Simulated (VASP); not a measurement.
# Bi2O (I4/mmm) in VASP: single point with PBE

Aim: the single point of Bi2O with PBE.

Everything below comes from runs of VASP 6.6.1. Logs are shortened: lines on timing, memory, paths and dates and some standing lists are left out, and cuts for length are marked.

### Step 1. The cell of the first run

It takes space group I4/mmm (No. 139, tetragonal). Conventional cell: a = 3.601 Å, b = 3.601 Å, c = 8.886 Å, α = 90.00°, β = 90.00°, γ = 90.00°. Within 3.9 Å of Bi (site symmetry 4mm) lie 9 Bi at 2.95 to 3.60 Å and 5 O at 2.95 to 2.96 Å. O (site symmetry 4/mmm) has 10 Bi at 2.95 to 2.96 Å and 4 O at 3.60 Å within 3.9 Å.

### Step 2. Single point, PBE

INCAR

```
PREC = Accurate ; ENCUT = 520
EDIFF = 1E-7 ; ISMEAR = 0
SIGMA = 0.1 ; LREAL = F
LASPH = T ; NELM = 60
ALGO = Normal ; ISIF = 2
LWAVE = F ; LCHARG = F
GGA = PE ; NBANDS = 25
```

KPOINTS

```
Automatic mesh
0
Gamma
  6 6 6
```

POSCAR

```
Bi2O
1.0
   -1.8005520700      1.8005520700      4.4428082900
    1.8005520700     -1.8005520700      4.4428082900
    1.8005520700      1.8005520700     -4.4428082900
Bi O
2 1
Direct
    0.3332999900      0.3332999900      0.0000000000
    0.6667000100      0.6667000100      0.0000000000
    0.0000000000      0.0000000000      0.0000000000
```

Potentials or basis: VASP PAW PBE potentials, release 64 (Bi_d, O).

Started as:

```console
> cat potpaw_PBE.64/Bi_d/POTCAR potpaw_PBE.64/O/POTCAR > POTCAR
> mpirun -np 1 vasp_std > vasp.out
```

OUTCAR:

```text
PREC = Accurate
   ENCUT = 520
   EDIFF = 1E-7
   ISMEAR = 0
   LREAL = F
   LASPH = T
   NELM = 60
   ISIF = 2
   GGA = PE

 ion  position               nearest neighbor table
   1  0.333  0.333  0.000-   2 2.95   2 2.95   2 2.95   2 2.95   3 2.95   3 2.95   3 2.95   3 2.95
                             2 2.96
   2  0.667  0.667  0.000-   1 2.95   1 2.95   1 2.95   1 2.95   3 2.95   3 2.95   3 2.95   3 2.95
                             1 2.96
   3  0.000  0.000  0.000-   2 2.95   1 2.95   2 2.95   1 2.95   2 2.95   1 2.95   1 2.95   2 2.95

  LATTYP: Found a body centered tetragonal cell.
 ALAT       =     3.6011041400
 C/A-ratio  =     2.4674700410

  Lattice vectors:

 A1 = (  -1.8005520700,   1.8005520700,   4.4428082900)
 A2 = (   1.8005520700,  -1.8005520700,   4.4428082900)
 A3 = (   1.8005520700,   1.8005520700,  -4.4428082900)

Analysis of symmetry for initial positions (statically):
=====================================================================
 Subroutine PRICEL returns:
 Original cell was already a primitive cell.

 Routine SETGRP: Setting up the symmetry group for a
 body centered tetragonal supercell.

 Subroutine GETGRP returns: Found 16 space group operations
 (whereof 16 operations were pure point group operations)
 out of a pool of 16 trial point group operations.

The static configuration has the point symmetry D_4h.

Analysis of symmetry for dynamics (positions and initial velocities):
=====================================================================
 Subroutine PRICEL returns:
 Original cell was already a primitive cell.

 Routine SETGRP: Setting up the symmetry group for a
 body centered tetragonal supercell.

 Subroutine GETGRP returns: Found 16 space group operations
 (whereof 16 operations were pure point group operations)
 out of a pool of 16 trial point group operations.

The dynamic configuration has the point symmetry D_4h.

 Subroutine INISYM returns: Found 16 space group operations
 (whereof 16 operations are pure point group operations),
 and found     1 'primitive' translations

----------------------------------------------------------------------------------------

                                     Primitive cell

  volume of cell :      57.6141

  direct lattice vectors                    reciprocal lattice vectors
    -1.800552070  1.800552070  4.442808290     0.000000000  0.277692608  0.112541430
     1.800552070 -1.800552070  4.442808290     0.277692608  0.000000000  0.112541430
[... 87 lines left out ...]
   EDIFF  = 0.1E-06   stopping-criterion for ELM
   LREAL  =      F    real-space projection
   EDIFFG = 0.1E-05   stopping-criterion for IOM
   NSW    =      0    number of steps for IOM
   IBRION =     -1    ionic relax: 0-MD 1-quasi-New 2-CG
   NFREE  =      0    steps in history (QN), initial steepest desc. (CG)
   ISIF   =      2    stress and relaxation
   ISYM   =      2    0-nonsym 1-usesym 2-fastsym
   POTIM  = 0.5000    time-step for ionic-motion
   TEBEG  =    0.0;   TEEND  =   0.0 temperature during run
   PSTRESS=    0.0 pullay stress
   NELECT =      36.0000    total number of electrons
   NUPDOWN=      -1.0000    fix difference up-down
   EMIN   =  10.00;   EMAX   =-10.00  energy-range for DOS
   EFERMI =   0.00;   METHOD = LEGACY
   ISMEAR =     0;   SIGMA  =   0.10  broadening in eV -4-tet -1-fermi 0-gaus
   EFERMI_NEDOS =   21; number of points for ismear=-14 and -15
   IALGO  =     38    algorithm
   IMIX   =      4    mixing-type and parameters
     AMIX     =   0.40;   BMIX     =  1.00
     AMIX_MAG =   1.60;   BMIX_MAG =  1.00
  volume/ion in A,a.u.               =      19.20       129.60
  Fermi-wavevector in a.u.,A,eV,Ry     =   1.399585  2.644833 26.651620  1.958839
  Thomas-Fermi vector in A             =   2.522630
   LORBIT       =      0    0 simple, 1 ext, 2 COOP (PROOUT), +10 PAW based schemes
   GGA     = PE    functional components
   LHFCALC =     F    Hartree Fock is set to
   AEXX    =    0.0000 exact exchange contribution
   IVDW    =     0    specifies the selected vdW correction
   LEPSILON=     F    determine dielectric tensor
   LRPA    =     F    only Hartree local field effects (RPA)
 non-spin polarized calculation
 Gauss-broadening in eV      SIGMA  =   0.10
  energy-cutoff  :      520.00
  volume of cell :       57.61
 maximum number of plane-waves:      1571
 NGX is ok and might be reduce to    40
   NGX = 19   NGY = 19   NGZ = 19

 number of electron      36.0000002 magnetization

 Free energy of the ion-electron system (eV)
  ---------------------------------------------------
  ext. energy  EPLUGINS =         0.00000000
  ---------------------------------------------------
  free energy    TOTEN  =       -11.68403329 eV

  energy without entropy =      -11.67909975  energy(sigma->0) =      -11.68156652

 E-fermi :   9.6100     XC(G=0): -11.3747

 val. band max:        9.5880824740   @ k =  -0.1667   0.1667   0.1667
 cond. band min:       9.7262728197   @ k =  -0.3333  -0.3333   0.3333
 fundamental gap:      0.1381903457
 Fermi energy:         9.6099807900

 k-point     1 :       0.0000    0.0000    0.0000
  band No.  band energies     occupation
      1     -13.9898      2.00000
      2     -13.9672      2.00000
      3     -13.8223      2.00000
      4     -13.8223      2.00000
      5     -13.8213      2.00000
      6     -13.7386      2.00000
[... 661 lines left out ...]
     24      18.6977      0.00000
     25      20.1603      0.00000

 [... further k-points ...]

------------------------ aborting loop because EDIFF is reached ----------------------------------------

  FORCE on cell =-STRESS in cart. coord.  units (eV):
  Direction    XX          YY          ZZ          XY          YZ          ZX
  --------------------------------------------------------------------------------------
  -------------------------------------------------------------------------------------
  Total        6.7011785      6.7011785      5.2246303      0.0000000      0.0000000     -0.0000000
  in kB      186.3514757    186.3514757    145.2904975      0.0000000      0.0000000     -0.0000000
  external PRESSURE =     172.6644829 kB  Pullay stress =       0.0000000 kB

 VOLUME and BASIS-vectors are now :
 -----------------------------------------------------------------------------
  energy-cutoff  :      520.00
  volume of cell :       57.61
      direct lattice vectors                 reciprocal lattice vectors
    -1.800552070  1.800552070  4.442808290     0.000000000  0.277692608  0.112541430
     1.800552070 -1.800552070  4.442808290     0.277692608  0.000000000  0.112541430
     1.800552070  1.800552070 -4.442808290     0.277692608  0.277692608  0.000000000

 POSITION                                       TOTAL-FORCE (eV/Angst)
 -----------------------------------------------------------------------------------
      0.00000      0.00000      2.96158        -0.000000     -0.000000      1.827028
      0.00000      0.00000      5.92404         0.000000      0.000000     -1.827028
      0.00000      0.00000      0.00000        -0.000000     -0.000000      0.000000
 -----------------------------------------------------------------------------------
    total drift:                                0.000000      0.000000     -0.000000

  FREE ENERGIE OF THE ION-ELECTRON SYSTEM (eV)
  ---------------------------------------------------
  free  energy   TOTEN  =       -11.6840332896 eV

  energy  without entropy=      -11.6790997505  energy(sigma->0) =      -11.68156652
```

OSZICAR:

```text
N       E                     dE             d eps       ncg     rms          rms(c)
DAV:   1     0.379671559340E+03    0.37967E+03   -0.19073E+04  1500   0.191E+03
DAV:   2     0.230482778908E+02   -0.35662E+03   -0.34636E+03  1572   0.480E+02
[... 13 lines left out ...]
DAV:  16    -0.116840350530E+02   -0.15396E-05   -0.31174E-05  1778   0.370E-02    0.837E-03
DAV:  17    -0.116840337941E+02    0.12589E-05   -0.82965E-06  1593   0.184E-02    0.539E-03
DAV:  18    -0.116840333744E+02    0.41963E-06   -0.94756E-07  1649   0.477E-03    0.149E-03
DAV:  19    -0.116840334223E+02   -0.47854E-07   -0.13958E-06  1324   0.546E-03    0.383E-03
DAV:  20    -0.116840332969E+02    0.12538E-06   -0.60464E-07  1298   0.377E-03    0.401E-04
DAV:  21    -0.116840332896E+02    0.73351E-08   -0.25772E-08   803   0.102E-03
   1 F= -.11684033E+02 E0= -.11681567E+02  d E =-.493354E-02
```

stdout:

```text
POSCAR found type information on POSCAR BiO
 POSCAR found :  2 types and       3 ions
 scaLAPACK will be used
 LDA part: xc-table for (Slater+PW92), standard interpolation
 POSCAR, INCAR and KPOINTS ok, starting setup
 FFT: planning ... GRIDC
 FFT: planning ... GRID_SOFT
 FFT: planning ... GRID
 WAVECAR not read
 entering main loop
```

Wall time 1.8 min (1 thread of Intel Xeon 6975P-C, shared host); peak memory 0.25 GiB.

Results:

```
Free energy            : -11.6840 eV
Pressure               : 17.3 GPa
Largest force          : 1.827 eV/Å
Band gap on the k mesh : zero (band 18 reaches 10.35 eV, above the bottom of band 19 at 8.51 eV)
```

Forces in eV/Å, atoms in the order of the input:
```
Bi   0.000  0.000  1.827
Bi   0.000  0.000 -1.827
O    0.000  0.000  0.000
```

Stress tensor (GPa, compression positive):
```
18.64  0.00  0.00
 0.00 18.64  0.00
 0.00  0.00 14.53
```

Levels at points of the mesh, in eV from the Fermi level:
```
           k point  band 15  band 16  band 17  band 18  band 19  band 20  band 21  band 22
(0.00, 0.00, 0.00)    -2.96    -2.27    -2.27    -0.69    -0.69     4.59     4.83     5.48
(0.50, 0.00, 0.00)    -2.15    -1.93    -1.92    -0.33     1.50     2.64     3.42     4.05
(0.50, 0.50, 0.00)    -5.11    -3.86    -2.60    -1.83    -1.10     2.39     3.41     3.91
(0.50, 0.50, 0.50)    -3.26    -1.76     0.56     0.56     0.85     3.51     4.20     6.45
```

Caveat: the k points lie up to 0.41 Å⁻¹ apart; spin-orbit coupling is left out, which moves the levels of the heavy elements; forces of over 1 eV/Å act on the atoms, so gaps and moduli don't describe the material at rest.
